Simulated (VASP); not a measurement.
# SiO2 (P4_2/mnm) in VASP: further runs, part 3 of 3

VASP 6.6.1. Earlier steps stand in the parts before.

### 4 Single point, PBE

This run uses another cell than the first one, of 8.28 Å³/atom.

INCAR reads:

```
SYSTEM = SiO2
ALGO     = Normal         ! electronic algorithm
EDIFF    = 1E-6           ! SCF threshold, eV
ENCUT    = 520            ! plane-wave cutoff, eV
GGA      = PE             ! functional
ISIF     = 2              ! what is computed and relaxed
ISMEAR   = 0              ! smearing method
LASPH    = .TRUE.         ! aspherical terms in the spheres
LCHARG   = .TRUE.         ! write CHGCAR
LELF     = .TRUE.         ! ELF
LREAL    = .FALSE.        ! projectors in reciprocal space
LVHAR    = .TRUE.       
LWAVE    = .FALSE.        ! write WAVECAR
NBANDS   = 25             ! bands
NELM     = 100            ! most SCF steps
PREC     = Accurate       ! precision mode
SIGMA    = 0.05           ! smearing width, eV
```

KPOINTS reads:

```
k-points
0
G
  6 6 8
  0 0 0
```

POSCAR reads:

```
SiO2
1.0
    4.3630000000      0.0000000000      0.0000000000
    0.0000000000      4.3630000000      0.0000000000
    0.0000000000      0.0000000000      2.6091000000
Si O
2 4
Direct
    0.5000000000      0.5000000000      0.5000000000
    0.0000000000      0.0000000000      0.0000000000
    0.6930127928      0.6930127928      0.0000000000
    0.1930127928      0.8069872072      0.5000000000
    0.3069872072      0.3069872072      0.0000000000
    0.8069872072      0.1930127928      0.5000000000
```

Potentials or basis: VASP PAW PBE potentials, release 64 (Si, O).

Run with:

```sh
> cat potpaw_PBE.64/Si/POTCAR potpaw_PBE.64/O/POTCAR > POTCAR
> mpirun -np 1 vasp_std > vasp.out
```

OUTCAR:

```text
SYSTEM = SiO2
   EDIFF = 1E-6
   ENCUT = 520
   GGA = PE
   ISIF = 2
   ISMEAR = 0
   LASPH = .TRUE.
   LREAL = .FALSE.
   NELM = 100
   PREC = Accurate

 ion  position               nearest neighbor table
   1  0.500  0.500  0.500-   3 1.77   5 1.77   3 1.77   5 1.77   4 1.89   6 1.89
   2  0.000  0.000  0.000-   4 1.77   6 1.77   4 1.77   6 1.77   5 1.89   3 1.89
   3  0.693  0.693  0.000-   1 1.77   1 1.77   2 1.89
   4  0.193  0.807  0.500-   2 1.77   2 1.77   1 1.89
   5  0.307  0.307  0.000-   1 1.77   1 1.77   2 1.89
[... 882 lines left out ...]
  -------------------------------------------------------------------------------------
  Total       -3.9743291     -3.9743291      3.9553199     -0.0000000      0.0000000      0.0000000
  in kB     -128.2074491   -128.2074491    127.5942321     -0.0000000      0.0000000      0.0000000
  external PRESSURE =     -42.9402220 kB  Pullay stress =       0.0000000 kB

 VOLUME and BASIS-vectors are now :
 -----------------------------------------------------------------------------
  energy-cutoff  :      520.00
  volume of cell :       49.67
      direct lattice vectors                 reciprocal lattice vectors
     4.363000000  0.000000000  0.000000000     0.229200092  0.000000000  0.000000000
     0.000000000  4.363000000  0.000000000     0.000000000  0.229200092  0.000000000
     0.000000000  0.000000000  2.609100000     0.000000000  0.000000000  0.383273926

 POSITION                                       TOTAL-FORCE (eV/Angst)
 -----------------------------------------------------------------------------------
      2.18150      2.18150      1.30455         0.000000      0.000000      0.000000
      0.00000      0.00000      0.00000         0.000000      0.000000      0.000000
      3.02361      3.02361      0.00000        -0.468955     -0.468955     -0.000000
      0.84211      3.52089      1.30455        -0.468955      0.468955      0.000000
      1.33939      1.33939      0.00000         0.468955      0.468955      0.000000
      3.52089      0.84211      1.30455         0.468955     -0.468955     -0.000000
 -----------------------------------------------------------------------------------
    total drift:                                0.000000      0.000000     -0.000000

  FREE ENERGIE OF THE ION-ELECTRON SYSTEM (eV)
  ---------------------------------------------------
  free  energy   TOTEN  =       -46.1396096120 eV

  energy  without entropy=      -46.1396096120  energy(sigma->0) =      -46.13960961
```

OSZICAR:

```text
N       E                     dE             d eps       ncg     rms          rms(c)
DAV:   1     0.136256370217E+03    0.13626E+03   -0.17372E+04  2532   0.122E+03
DAV:   2    -0.436114946276E+02   -0.17987E+03   -0.17256E+03  3200   0.278E+02
DAV:   3    -0.506077713193E+02   -0.69963E+01   -0.69632E+01  3334   0.525E+01
DAV:   4    -0.506552427024E+02   -0.47471E-01   -0.47455E-01  2944   0.500E+00
DAV:   5    -0.506556503718E+02   -0.40767E-03   -0.40760E-03  3353   0.440E-01    0.167E+01
DAV:   6    -0.460770365389E+02    0.45786E+01   -0.13095E+01  3188   0.242E+01    0.756E+00
DAV:   7    -0.461227203117E+02   -0.45684E-01   -0.72733E-01  3136   0.489E+00    0.285E+00
DAV:   8    -0.461332779585E+02   -0.10558E-01   -0.27827E-02  3141   0.144E+00    0.107E+00
DAV:   9    -0.461394141258E+02   -0.61362E-02   -0.10118E-02  3204   0.841E-01    0.263E-01
DAV:  10    -0.461396294129E+02   -0.21529E-03   -0.63582E-04  3160   0.181E-01    0.502E-02
DAV:  11    -0.461396079907E+02    0.21422E-04   -0.10085E-04  3195   0.733E-02    0.117E-02
DAV:  12    -0.461396093545E+02   -0.13638E-05   -0.65431E-06  3114   0.179E-02    0.436E-03
DAV:  13    -0.461396096120E+02   -0.25756E-06   -0.10054E-06  2314   0.728E-03
   1 F= -.46139610E+02 E0= -.46139610E+02  d E =-.931523E-20
```

stdout:

```text
POSCAR found type information on POSCAR SiO
 POSCAR found :  2 types and       6 ions
 scaLAPACK will be used
 LDA part: xc-table for (Slater+PW92), standard interpolation
 POSCAR, INCAR and KPOINTS ok, starting setup
 FFT: planning ... GRIDC
 FFT: planning ... GRID_SOFT
 FFT: planning ... GRID
 WAVECAR not read
 entering main loop
```

It took 77 s on 1 thread of Intel Xeon 8259CL, shared host; peak memory 0.18 GiB.

Results:

| Item | Value |
| --- | --- |
| Free energy | -46.1396 eV |
| Pressure | -4.3 GPa |
| Largest force | 0.663 eV/Å |
| Band gap on the k mesh | 4.74 eV |

Forces in eV/Å, atoms in the order of the input:
```
Si   0.000  0.000  0.000
Si   0.000  0.000  0.000
O   -0.469 -0.469  0.000
O   -0.469  0.469  0.000
O    0.469  0.469  0.000
O    0.469 -0.469  0.000
```

Caveat: the cell stands under tension. A k mesh can miss the band edges.

### 5 Single point, PBE

This run uses another cell than the first one, of 8.25 Å³/atom.

INCAR reads:

```
PREC = Accurate
ENCUT = 520
EDIFF = 1E-7
ISMEAR = 0
SIGMA = 0.05
LREAL = False
LASPH = True
NELM = 100
ALGO = Normal
ISIF = 2
LWAVE = False
LCHARG = True
GGA = PE
LELF = True
LVHAR = True
NBANDS = 25
```

KPOINTS reads:

```
regular mesh
0
Gamma
  6 6 8
```

Changes to POSCAR since step 4:

```diff
@@ -2,5 +2,5 @@
 1.0
-    4.3630000000      0.0000000000      0.0000000000
-    0.0000000000      4.3630000000      0.0000000000
-    0.0000000000      0.0000000000      2.6091000000
+    4.1088000000      0.0000000000      0.0000000000
+    0.0000000000      4.1088000000      0.0000000000
+    0.0000000000      0.0000000000      2.9319000000
 Si O
```

Run with:

```sh
> cat potpaw_PBE.64/Si/POTCAR potpaw_PBE.64/O/POTCAR > POTCAR
> mpirun -np 1 vasp_std > vasp.out
```

Run time: 84 s. Hardware: 1 thread of Intel Xeon 8259CL, shared host; peak memory 0.19 GiB.

It converged, with:

| Property | Result |
| --- | --- |
| Free energy | -45.7405 eV |
| Pressure | -9.6 GPa |
| Largest force | 0.692 eV/Å |
| Band gap on the k mesh | 4.11 eV |

Forces in eV/Å, atoms in the order of the input:
```
Si   0.000  0.000  0.000
Si   0.000  0.000  0.000
O    0.489  0.489  0.000
O    0.489 -0.489  0.000
O   -0.489 -0.489  0.000
O   -0.489  0.489  0.000
```

Stress tensor (GPa, compression positive):
```
  4.61   0.00   0.00
  0.00   4.61   0.00
  0.00   0.00 -37.92
```

Levels at points of the mesh, in eV from the valence-band top:
```tsv
k point	band 13	band 14	band 15	band 16	band 17	band 18	band 19	band 20
(0.00, 0.00, 0.00)	-2.68	-0.66	-0.66	0.00	4.11	5.08	6.70	6.70
(0.50, 0.00, 0.00)	-2.73	-2.73	-0.87	-0.87	6.22	6.22	7.44	7.44
(0.50, 0.50, 0.00)	-2.74	-2.74	-1.63	-1.63	5.87	5.87	8.56	8.56
(0.00, 0.00, 0.50)	-2.97	-2.97	-2.28	-2.28	8.47	8.47	11.77	11.77
(0.50, 0.00, 0.50)	-1.80	-1.80	-1.43	-1.43	8.39	8.39	10.18	10.18
(0.50, 0.50, 0.50)	-1.29	-1.29	-1.22	-1.22	6.80	6.80	11.02	11.02
```

Caveat: the cell stands under tension.

### 6 Single point, PBE

This run uses another cell than the first one, of 8.38 Å³/atom.

INCAR reads:

```
SYSTEM = SiO2
  ALGO = Normal
  EDIFF = 1E-6
  ENCUT = 520
  GGA = PE
  ISIF = 2
  ISMEAR = 0
  LASPH = .True.
  LCHARG = .False.
  LREAL = .False.
  LWAVE = .False.
  NBANDS = 25
  NELM = 100
  PREC = Accurate
  SIGMA = 0.05
```

KPOINTS reads:

```
k-points
0
Gamma
  6 6 8
  0 0 0
```

Changes to POSCAR since step 5:

```diff
@@ -2,4 +2,4 @@
 1.0
-    4.1088000000      0.0000000000      0.0000000000
-    0.0000000000      4.1088000000      0.0000000000
+    4.1406000000      0.0000000000      0.0000000000
+    0.0000000000      4.1406000000      0.0000000000
     0.0000000000      0.0000000000      2.9319000000
```

Potentials or basis: VASP PAW PBE potentials, release 64 (Si, O).

Run with:

```sh
> cat potpaw_PBE.64/Si/POTCAR potpaw_PBE.64/O/POTCAR > POTCAR
> mpirun -np 1 vasp_std > vasp.out
```

Run time: 80 s. Hardware: 1 thread of Intel Xeon 8259CL, shared host; peak memory 0.19 GiB.

The run converged. Its results:

```
Free energy            : -45.7523 eV
Pressure               : -13.5 GPa
Largest force          : 0.600 eV/Å
Band gap on the k mesh : 3.89 eV
```

Forces on the atoms (eV/Å):
```
Si   0.000  0.000  0.000
Si   0.000  0.000  0.000
O    0.424  0.424  0.000
O    0.424 -0.424  0.000
O   -0.424 -0.424  0.000
O   -0.424  0.424  0.000
```

Stress tensor (GPa, compression positive):
```
 -0.25   0.00   0.00
  0.00  -0.25   0.00
  0.00   0.00 -39.86
```

Levels at points of the mesh, in eV from the valence-band top:
| k point | band 14 | band 15 | band 16 | band 17 | band 18 | band 19 |
| --- | --- | --- | --- | --- | --- | --- |
| (0.00, 0.00, 0.00) | -0.67 | -0.67 | 0.00 | 3.89 | 5.09 | 6.67 |
| (0.50, 0.00, 0.00) | -2.70 | -0.86 | -0.86 | 6.08 | 6.08 | 7.39 |
| (0.50, 0.50, 0.00) | -2.69 | -1.63 | -1.63 | 5.75 | 5.75 | 8.46 |
| (0.00, 0.00, 0.50) | -2.89 | -2.26 | -2.26 | 8.25 | 8.25 | 11.68 |
| (0.50, 0.00, 0.50) | -1.81 | -1.42 | -1.42 | 8.18 | 8.18 | 9.92 |
| (0.50, 0.50, 0.50) | -1.31 | -1.22 | -1.22 | 6.58 | 6.58 | 10.86 |

Caveat: the cell stands under tension.

### 7 The runs side by side

```tsv
cell	gap on the mesh (eV)	pressure (GPa)	largest force (eV/Å)
a = 4.236, b = 4.236, c = 3.013 Å, 6 atoms	2.75	-28.4	0.46
a = 4.236, b = 4.236, c = 2.771 Å, 6 atoms	4.41	-9.3	0.05
a = 4.363, b = 4.363, c = 2.609 Å, 6 atoms	4.74	-4.3	0.66
a = 4.109, b = 4.109, c = 2.932 Å, 6 atoms	4.11	-9.6	0.69
a = 4.141, b = 4.141, c = 2.932 Å, 6 atoms	3.89	-13.5	0.60
```

Alike in all rows: task single point; level PBE; potentials or basis VASP PAW PBE potentials, release 64 (Si, O); no spin polarisation; k mesh 6 × 6 × 8; cutoff (eV) 520; smearing gaussian 0.05 eV.

Caveats: the cell stands under tension.

Absolute energies hang on the potentials; compare differences alone.
